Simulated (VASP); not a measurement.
# Ta3Cu (I4/mmm) in VASP: settings compared

The runs below take Ta3Cu through single point, relaxation of cell and atoms, with PBEsol, LDA.

Program: VASP 6.6.1. These are calculated values, not measurements. Logs are shortened: lines on timing, memory, paths and dates and some standing lists are left out, and cuts for length are marked.

### 1 The cell of the first run

Symmetry: I4/mmm, No. 139, tetragonal system. The conventional cell has a = 3.922 Å, b = 3.922 Å, c = 8.117 Å, α = 90.00°, β = 90.00°, γ = 90.00°. Within 3.7 Å of Ta (site symmetry 4/mmm) lie 4 Cu at 2.77 Å and 8 Ta at 2.82 Å. Within 3.7 Å of Ta (site symmetry -4m2) lie 8 Ta at 2.77 to 2.82 Å and 4 Cu at 2.82 Å. Within 3.7 Å of Cu (site symmetry 4/mmm) lie 12 Ta at 2.77 to 2.82 Å.

### 2 Single point, PBEsol

File INCAR:

```
SYSTEM = Ta3Cu
PREC = Accurate
ENCUT = 520
EDIFF = 1E-6
ISMEAR = -1
SIGMA = 0.05
LREAL = .False.
LASPH = .True.
NELM = 100
ALGO = Normal
ISIF = 2
LWAVE = .False.
LCHARG = .False.
GGA = PS
NBANDS = 30
```

File KPOINTS:

```
Automatic mesh
0
Gamma
  9 9 9
  0 0 0
```

File POSCAR:

```
Ta3Cu
1.0
   -1.9609867004      1.9609867004      4.0584243473
    1.9609867004     -1.9609867004      4.0584243473
    1.9609867004      1.9609867004     -4.0584243473
Ta Cu
3 1
Direct
    0.5000000000      0.5000000000      0.0000000000
    0.2500000000      0.7500000000      0.5000000000
    0.7500000000      0.2500000000      0.5000000000
    0.0000000000      0.0000000000      0.0000000000
```

Potentials or basis: VASP PAW PBE potentials, release 64 (Ta_pv, Cu).

Run with:

```bash
> cat potpaw_PBE.64/Ta_pv/POTCAR potpaw_PBE.64/Cu/POTCAR > POTCAR
> mpirun -np 1 vasp_std > vasp.out
```

OUTCAR:

```text
SYSTEM = Ta3Cu
   PREC = Accurate
   ENCUT = 520
   EDIFF = 1E-6
   ISMEAR = -1
   LREAL = .False.
   LASPH = .True.
   NELM = 100
   ISIF = 2
   GGA = PS

 ion  position               nearest neighbor table
   1  0.500  0.500  0.000-   4 2.77   4 2.77   4 2.77   4 2.77   3 2.82   2 2.82   3 2.82   3 2.82
                             2 2.82   2 2.82   3 2.82   2 2.82
   2  0.250  0.750  0.500-   3 2.77   3 2.77   3 2.77   3 2.77   4 2.82   1 2.82   4 2.82   1 2.82
                             4 2.82   4 2.82   1 2.82   1 2.82
   3  0.750  0.250  0.500-   2 2.77   2 2.77   2 2.77   2 2.77   4 2.82   1 2.82   4 2.82   4 2.82
                             1 2.82   1 2.82   4 2.82   1 2.82
   4  0.000  0.000  0.000-   1 2.77   1 2.77   1 2.77   1 2.77   3 2.82   2 2.82   3 2.82   2 2.82
                             3 2.82   3 2.82   2 2.82   2 2.82

  LATTYP: Found a body centered tetragonal cell.
 ALAT       =     3.9219734008
 C/A-ratio  =     2.0695828006

  Lattice vectors:

 A1 = (  -1.9609867004,   1.9609867004,   4.0584243473)
 A2 = (   1.9609867004,  -1.9609867004,   4.0584243473)
 A3 = (   1.9609867004,   1.9609867004,  -4.0584243473)

Analysis of symmetry for initial positions (statically):
=====================================================================
 Subroutine PRICEL returns:
 Original cell was already a primitive cell.

 Routine SETGRP: Setting up the symmetry group for a
 body centered tetragonal supercell.

 Subroutine GETGRP returns: Found 16 space group operations
 (whereof 16 operations were pure point group operations)
 out of a pool of 16 trial point group operations.

The static configuration has the point symmetry D_4h.

Analysis of symmetry for dynamics (positions and initial velocities):
=====================================================================
 Subroutine PRICEL returns:
 Original cell was already a primitive cell.

 Routine SETGRP: Setting up the symmetry group for a
 body centered tetragonal supercell.

 Subroutine GETGRP returns: Found 16 space group operations
 (whereof 16 operations were pure point group operations)
 out of a pool of 16 trial point group operations.

The dynamic configuration has the point symmetry D_4h.

 Subroutine INISYM returns: Found 16 space group operations
 (whereof 16 operations are pure point group operations),
 and found     1 'primitive' translations

----------------------------------------------------------------------------------------

                                     Primitive cell

  volume of cell :      62.4262

  direct lattice vectors                    reciprocal lattice vectors
    -1.960986700  1.960986700  4.058424347     0.000000000  0.254973682  0.123200522
     1.960986700 -1.960986700  4.058424347     0.254973682  0.000000000  0.123200522
     1.960986700  1.960986700 -4.058424347     0.254973682  0.254973682  0.000000000

  length of vectors
     4.915459883  4.915459883  4.915459883     0.283178296  0.283178296  0.360587240

  position of ions in fractional coordinates (direct lattice)
     0.500000000  0.500000000  0.000000000
     0.250000000  0.750000000  0.500000000
     0.750000000  0.250000000  0.500000000
     0.000000000  0.000000000  0.000000000

  ion indices of the primitive-cell ions
   primitive index   ion index
                 1           1
                 2           2
                 3           3
                 4           4

----------------------------------------------------------------------------------------

 KPOINTS: Automatic mesh

Automatic generation of k-mesh.
 Grid dimensions read from file:
 generate k-points for:    9    9    9

 Generating k-lattice:

  Cartesian coordinates                     Fractional coordinates (reciprocal lattice)
     0.000000000  0.028330409  0.013688947     0.111111111  0.000000000 -0.000000000
     0.028330409  0.000000000  0.013688947     0.000000000  0.111111111 -0.000000000
     0.028330409  0.028330409  0.000000000     0.000000000  0.000000000  0.111111111

  Length of vectors
     0.031464255  0.031464255  0.040065249

  Shift w.r.t. Gamma in fractional coordinates (k-lattice)
     0.000000000  0.000000000  0.000000000

 Subroutine IBZKPT returns following result:
 ===========================================

 Found     75 irreducible k-points:

 Following reciprocal coordinates:
            Coordinates               Weight
  0.000000  0.000000  0.000000      1.000000
  0.111111  0.000000 -0.000000      8.000000
  0.222222 -0.000000  0.000000      8.000000
  0.333333  0.000000  0.000000      8.000000
  0.444444 -0.000000  0.000000      8.000000
  0.111111  0.111111 -0.000000      8.000000
[... 16 lines left out ...]
 -0.333333  0.333333  0.000000      4.000000
  0.444444  0.444444  0.000000      8.000000
 [... further k-points ...]
   k-points           NKPTS =     75   k-points in BZ     NKDIM =     75   number of bands    NBANDS=     30
   number of dos      NEDOS =    301   number of ions     NIONS =      4
   total plane-waves  NPLWV =  64000
   dimension x,y,z NGX =    40 NGY =   40 NGZ =   40
   dimension x,y,z NGXF=    80 NGYF=   80 NGZF=   80
   ions per type =               3   1
   NGX,Y,Z   is equivalent  to a cutoff of  13.53, 13.53, 13.53 a.u.
   NGXF,Y,Z  is equivalent  to a cutoff of  27.06, 27.06, 27.06 a.u.
 SYSTEM =  Ta3Cu
   PREC   = accura    normal or accurate (medium, high low for compatibility)
   ISTART =      0    job   : 0-new  1-cont  2-samecut
   ICHARG =      2    charge: 1-file 2-atom 10-const
   ISPIN  =      1    spin polarized calculation?
   LNONCOLLINEAR =      F non collinear calculations
   LSORBIT =      F    spin-orbit coupling
   LASPH  =      T    aspherical Exc in radial PAW
   ENCUT  =  520.0 eV  38.22 Ry    6.18 a.u.   9.14  9.14  9.14*2*pi/ulx,y,z
   NELM   =    100;   NELMIN=  2; NELMDL= -5     # of ELM steps
   EDIFF  = 0.1E-05   stopping-criterion for ELM
   LREAL  =      F    real-space projection
   EDIFFG = 0.1E-04   stopping-criterion for IOM
   NSW    =      0    number of steps for IOM
   IBRION =     -1    ionic relax: 0-MD 1-quasi-New 2-CG
   NFREE  =      0    steps in history (QN), initial steepest desc. (CG)
   ISIF   =      2    stress and relaxation
   ISYM   =      2    0-nonsym 1-usesym 2-fastsym
   POTIM  = 0.5000    time-step for ionic-motion
   TEBEG  =    0.0;   TEEND  =   0.0 temperature during run
   PSTRESS=    0.0 pullay stress
   NELECT =      44.0000    total number of electrons
   NUPDOWN=      -1.0000    fix difference up-down
   EMIN   =  10.00;   EMAX   =-10.00  energy-range for DOS
   EFERMI =   0.00;   METHOD = LEGACY
   ISMEAR =    -1;   SIGMA  =   0.05  broadening in eV -4-tet -1-fermi 0-gaus
   EFERMI_NEDOS =   21; number of points for ismear=-14 and -15
   IALGO  =     38    algorithm
   IMIX   =      4    mixing-type and parameters
     AMIX     =   0.40;   BMIX     =  1.00
     AMIX_MAG =   1.60;   BMIX_MAG =  1.00
  volume/ion in A,a.u.               =      15.61       105.32
  Fermi-wavevector in a.u.,A,eV,Ry     =   1.456924  2.753187 28.880089  2.122627
  Thomas-Fermi vector in A             =   2.573785
   LORBIT       =      0    0 simple, 1 ext, 2 COOP (PROOUT), +10 PAW based schemes
   GGA     = PS    functional components
   LHFCALC =     F    Hartree Fock is set to
   AEXX    =    0.0000 exact exchange contribution
   IVDW    =     0    specifies the selected vdW correction
   LEPSILON=     F    determine dielectric tensor
   LRPA    =     F    only Hartree local field effects (RPA)
 non-spin polarized calculation
  energy-cutoff  :      520.00
  volume of cell :       62.43
 maximum number of plane-waves:      1703
 NGX is ok and might be reduce to    40
   NGX = 19   NGY = 19   NGZ = 19

 number of electron      44.0000003 magnetization

 Free energy of the ion-electron system (eV)
  ---------------------------------------------------
  ext. energy  EPLUGINS =         0.00000000
  ---------------------------------------------------
  free energy    TOTEN  =       -41.18825373 eV

  energy without entropy =      -41.15379815  energy(sigma->0) =      -41.17102594

 E-fermi :   6.5911     XC(G=0): -13.0387

 val. band max:        6.5893231163   @ k =  -0.3333  -0.4444   0.1111
 cond. band min:       6.5928676518   @ k =   0.4444  -0.0000   0.0000
 fundamental gap:      0.0035445355
 Fermi energy:         6.5910755735

 k-point     1 :       0.0000    0.0000    0.0000
  band No.  band energies     occupation
      1     -27.9748      2.00000
      2     -27.7771      2.00000
      3     -27.7771      2.00000
      4     -27.4552      2.00000
      5     -27.4552      2.00000
      6     -27.2952      2.00000
[... 22 lines left out ...]
     29      11.3047      0.00000
     30      12.4318      0.00000

 k-point     2 :       0.1111    0.0000   -0.0000
  band No.  band energies     occupation
      1     -27.9708      2.00000
      2     -27.7609      2.00000
      3     -27.7509      2.00000
      4     -27.5025      2.00000
      5     -27.4486      2.00000
      6     -27.2390      2.00000
[... 22 lines left out ...]
     29      11.7368      0.00000
     30      12.0588      0.00000

 k-point     3 :       0.2222   -0.0000    0.0000
  band No.  band energies     occupation
      1     -27.9408      2.00000
      2     -27.7272      2.00000
      3     -27.7180      2.00000
      4     -27.5258      2.00000
      5     -27.4271      2.00000
      6     -27.1585      2.00000
[... 22 lines left out ...]
     29      11.1387      0.00000
     30      12.1380      0.00000

 k-point     4 :       0.3333    0.0000    0.0000
  band No.  band energies     occupation
      1     -27.8837      2.00000
      2     -27.7366      2.00000
      3     -27.6667      2.00000
      4     -27.4672      2.00000
      5     -27.3866      2.00000
      6     -27.1552      2.00000
[... 616 lines left out ...]
     29      10.7161      0.00000
     30      11.3991      0.00000

 k-point    23 :      -0.3333    0.3333    0.0000
  band No.  band energies     occupation
      1     -28.1196      2.00000
      2     -27.8324      2.00000
      3     -27.7020      2.00000
      4     -27.5366      2.00000
      5     -27.3827      2.00000
      6     -27.0119      2.00000
[... 22 lines left out ...]
     29      10.4620      0.00000
     30      12.1236      0.00000

 k-point    24 :       0.4444    0.4444    0.0000
  band No.  band energies     occupation
      1     -28.1454      2.00000
      2     -27.9527      2.00000
      3     -27.8678      2.00000
      4     -27.4984      2.00000
      5     -27.3241      2.00000
      6     -26.9552      2.00000
[... 22 lines left out ...]
     29      10.9188      0.00000
     30      11.0538      0.00000

 [... further k-points ...]

------------------------ aborting loop because EDIFF is reached ----------------------------------------

  FORCE on cell =-STRESS in cart. coord.  units (eV):
  Direction    XX          YY          ZZ          XY          YZ          ZX
  --------------------------------------------------------------------------------------
  -------------------------------------------------------------------------------------
  Total        4.0962081      4.0962081      4.0258002      0.0000000     -0.0000000      0.0000000
  in kB      105.1298029    105.1298029    103.3227747      0.0000000     -0.0000000      0.0000000
  external PRESSURE =     104.5274602 kB  Pullay stress =       0.0000000 kB

 VOLUME and BASIS-vectors are now :
 -----------------------------------------------------------------------------
  energy-cutoff  :      520.00
  volume of cell :       62.43
      direct lattice vectors                 reciprocal lattice vectors
    -1.960986700  1.960986700  4.058424347     0.000000000  0.254973682  0.123200522
     1.960986700 -1.960986700  4.058424347     0.254973682  0.000000000  0.123200522
     1.960986700  1.960986700 -4.058424347     0.254973682  0.254973682  0.000000000

 POSITION                                       TOTAL-FORCE (eV/Angst)
 -----------------------------------------------------------------------------------
      0.00000      0.00000      4.05842         0.000000     -0.000000      0.000000
      1.96099     -0.00000      2.02921        -0.000000      0.000000     -0.000000
     -0.00000      1.96099      2.02921         0.000000     -0.000000      0.000000
      0.00000      0.00000      0.00000         0.000000     -0.000000      0.000000
 -----------------------------------------------------------------------------------
    total drift:                               -0.000000     -0.000000      0.000000

  FREE ENERGIE OF THE ION-ELECTRON SYSTEM (eV)
  ---------------------------------------------------
  free  energy   TOTEN  =       -41.1882537268 eV

  energy  without entropy=      -41.1537981469  energy(sigma->0) =      -41.17102594
```

Wall time 2.9 min (1 thread of AMD EPYC 9R45 (Zen 5), shared host); peak memory 0.28 GiB.

What came out:

```yaml
Free_energy: -41.1883 eV
Pressure: 10.5 GPa
Band_gap_on_the_k_mesh: zero (bands 22 and 23 overlap by 1.55 eV)
```

Stress tensor (GPa, compression positive):
```
10.51  0.00  0.00
 0.00 10.51  0.00
 0.00  0.00 10.33
```

Caveat: the cell stands under pressure; the PAW data sets were made with another functional, which shifts forces and pressure a little; spin-orbit coupling is left out, which moves the levels of the heavy elements.

### 3 Single point, PBEsol

This run uses another cell than the first one, of 15.96 Å³/atom.

File INCAR:

```
ALGO = Normal
EDIFF = 1E-6
ENCUT = 520
GGA = PS
ISIF = 2
ISMEAR = -1
LASPH = True
LCHARG = False
LREAL = False
LWAVE = False
NBANDS = 30
NELM = 100
PREC = Accurate
SIGMA = 0.05
```

File KPOINTS:

```
k-points
0
Gamma
  9 9 9
```

File POSCAR:

```
Ta3Cu
1.0
   -1.9736651686      1.9736651686      4.0981115747
    1.9736651686     -1.9736651686      4.0981115747
    1.9736651686      1.9736651686     -4.0981115747
Ta Cu
3 1
Direct
    0.5000000000      0.5000000000      0.0000000000
    0.2500000000      0.7500000000      0.5000000000
    0.7500000000      0.2500000000      0.5000000000
    0.0000000000      0.0000000000      0.0000000000
```

Potentials or basis: VASP PAW PBE potentials, release 64 (Ta_pv, Cu).

Run with:

```bash
> cat potpaw_PBE.64/Ta_pv/POTCAR potpaw_PBE.64/Cu/POTCAR > POTCAR
> mpirun -np 1 vasp_std > vasp.out
```

Run time: 2.7 min. Hardware: 1 thread of AMD EPYC 9R45 (Zen 5), shared host; peak memory 0.29 GiB.

The run converged. Its results:

```yaml
Free_energy: -41.2595 eV
Pressure: 5.4 GPa
Band_gap_on_the_k_mesh: zero (bands 22 and 23 overlap by 1.50 eV)
```

Stress tensor (GPa, compression positive):
```
5.50 0.00 0.00
0.00 5.50 0.00
0.00 0.00 5.33
```

Levels at points of the mesh, in eV from the Fermi level:
```tsv
k point	band 20	band 21	band 22	band 23	band 24	band 25
(0.00, 0.00, 0.00)	-1.80	-0.22	-0.22	0.05	2.36	2.41
```

Caveat: the cell stands under pressure; the PAW data sets were made with another functional, which shifts forces and pressure a little; spin-orbit coupling is left out, which moves the levels of the heavy elements.

### 4 Single point, PBEsol

This run uses another cell than the first one, of 16.36 Å³/atom.

File INCAR:

```
SYSTEM = Ta3Cu
ALGO = Normal
EDIFF = 1E-6
ENCUT = 520
GGA = PS
ISIF = 2
ISMEAR = -1
LASPH = .TRUE.
LCHARG = .TRUE.
LELF = .TRUE.
LREAL = .FALSE.
LVHAR = .TRUE.
LWAVE = .FALSE.
NBANDS = 30
NELM = 100
PREC = Accurate
SIGMA = 0.05
```

File KPOINTS:

```
k-points
0
G
  9 9 9
  0 0 0
```

File POSCAR:

```
Ta3Cu
1.0
   -1.9875127365      1.9875127365      4.1422121059
    1.9875127365     -1.9875127365      4.1422121059
    1.9875127365      1.9875127365     -4.1422121059
Ta Cu
3 1
Direct
    0.5000000000      0.5000000000      0.0000000000
    0.2500000000      0.7500000000      0.5000000000
    0.7500000000      0.2500000000      0.5000000000
    0.0000000000      0.0000000000      0.0000000000
```

Run with:

```bash
> cat potpaw_PBE.64/Ta_pv/POTCAR potpaw_PBE.64/Cu/POTCAR > POTCAR
> mpirun -np 1 vasp_std > vasp.out
```

Wall time 2.8 min (1 thread of AMD EPYC 9R45 (Zen 5), shared host); peak memory 0.29 GiB.

The run converged. Its results:

| Quantity | Value |
| --- | --- |
| Free energy | -41.2884 eV |
| Pressure | 0.4 GPa |
| Band gap on the k mesh | zero (bands 22 and 23 overlap by 1.45 eV) |

Stress tensor (GPa, compression positive):
```
0.45 0.00 0.00
0.00 0.45 0.00
0.00 0.00 0.24
```

Levels at points of the mesh, in eV from the Fermi level:
| k point | band 20 | band 21 | band 22 | band 23 | band 24 | band 25 |
| --- | --- | --- | --- | --- | --- | --- |
| (0.00, 0.00, 0.00) | -1.73 | -0.20 | -0.20 | 0.05 | 2.21 | 2.34 |

Caveat: the PAW data sets were made with another functional, which shifts forces and pressure a little; spin-orbit coupling is left out, which moves the levels of the heavy elements.

### 5 Relaxation of cell and atoms, PBEsol

This run uses another cell than the first one, of 16.94 Å³/atom.

File INCAR:

```
  PREC = Accurate
  ENCUT = 600
  EDIFF = 1E-7
  ISMEAR = -1
  SIGMA = 0.05
  LREAL = False
  LASPH = True
  NELM = 100
  ALGO = Normal
  ISIF = 3
  LWAVE = False
  LCHARG = False
  GGA = PS
  IBRION = 2
  NSW = 80
  EDIFFG = -0.02
```

File KPOINTS:

```
regular mesh
0
Gamma
  9 9 9
```

File POSCAR:

```
Ta3Cu
1.0
   -2.0065070000      2.0065070000      4.2081700000
    2.0065070000     -2.0065070000      4.2081700000
    2.0065070000      2.0065070000     -4.2081700000
Ta Cu
3 1
Direct
    0.5000000000      0.5000000000      0.0000000000
    0.2500000000      0.7500000000      0.5000000000
    0.7500000000      0.2500000000      0.5000000000
    0.0000000000      0.0000000000      0.0000000000
```

Run with:

```bash
> cat potpaw_PBE.64/Ta_pv/POTCAR potpaw_PBE.64/Cu/POTCAR > POTCAR
> mpirun -np 1 vasp_std > vasp.out
```

It took 12 min on 1 thread of AMD EPYC 9R45 (Zen 5), shared host; peak memory 0.35 GiB.

Results (log left out):

* Free energy: -41.2897 eV
* Relaxed volume: 16.39 Å³/atom
* Relaxed cell: a = 5.006 Å, b = 5.006 Å, c = 5.006 Å, α = 133.15°, β = 133.15°, γ = 68.42°
* Space group after relaxing (to 0.1 Å): I4/mmm (No. 139)
* Energy gained by relaxing: 10.6 meV/atom
* Ionic steps: 6
* Pressure after relaxing: 0.0 GPa
* Band gap on the k mesh: zero (bands 22 and 23 overlap by 1.45 eV)

Step by step:
```tsv
step	energy change (eV)	largest force (eV/Å)	pressure (GPa)	volume (Å³)
1	0.0000	0.0000	-5.99	67.77
2	0.1100	0.0000	13.32	61.74
3	-0.0418	0.0000	-0.10	65.63
4	-0.0418	0.0000	0.02	65.59
5	-0.0423	0.0000	0.02	65.59
6	-0.0425	0.0000	0.01	65.58
```

Final structure:
```
Ta Cu
1.0
    -1.99003    1.99003    4.13990
     1.99003   -1.99003    4.13990
     1.99003    1.99003   -4.13990
Ta Cu
3 1
Direct
  0.50000 0.50000 0.00000
  0.25000 0.75000 0.50000
  0.75000 0.25000 0.50000
  0.00000 0.00000 0.00000
```

Levels at points of the mesh, in eV from the Fermi level:
```csv
k point,band 20,band 21,band 22,band 23,band 24,band 25
"(0.00, 0.00, 0.00)",-1.73,-0.21,-0.21,0.05,2.23,2.34
```

Caveat: the PAW data sets were made with another functional, which shifts forces and pressure a little; spin-orbit coupling is left out, which moves the levels of the heavy elements.

(Part 1 of 2 ends here.)

The gap in the log of VASP goes by the Fermi energy; the results here count the filled bands.